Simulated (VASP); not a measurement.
Input of a VASP 6.6.1 run:

INCAR

```
SYSTEM = In4P5
PREC = Accurate
ENCUT = 520
EDIFF = 1E-6
ISMEAR = 0
SIGMA = 0.05
LREAL = .FALSE.
LASPH = .TRUE.
NELM = 80
ALGO = Normal
ISIF = 2
LWAVE = .FALSE.
LCHARG = .FALSE.
LDIPOL = .TRUE.
IDIPOL = 3
DIPOL = 0.5 0.5 0.500
GGA = PS
NBANDS = 48
```

Contents of KPOINTS:

```
Automatic mesh
0
G
  8 8 1
  0 0 0
```

Contents of POSCAR:

```
In4P5
1.0
    4.1565024009      0.0000000000      0.0000000000
    0.0000000000      4.1565024009      0.0000000000
    0.0000000000      0.0000000000     26.7563641348
P In
5 4
Direct
    0.0000000000      0.5000000000      0.2803071435
    0.5000000000      0.0000000000      0.3901535717
    0.0000000000      0.5000000000      0.5000000000
    0.5000000000      0.0000000000      0.6098464283
    0.0000000000      0.5000000000      0.7196928565
    0.5000000000      0.5000000000      0.3352303576
    0.0000000000      0.0000000000      0.4450767859
    0.5000000000      0.5000000000      0.5549232141
    0.0000000000      0.0000000000      0.6647696424
```

Potentials or basis: VASP PAW PBE potentials, release 64 (P, In_d).

Run with:

```sh
$ cat potpaw_PBE.64/P/POTCAR potpaw_PBE.64/In_d/POTCAR > POTCAR
$ mpirun -np 1 vasp_std > vasp.out
```

(1) Predict the largest force.

## Answers

(1) 0.336 eV/Å.

Caveat: the PAW data sets were made with another functional, which shifts forces and pressure a little.
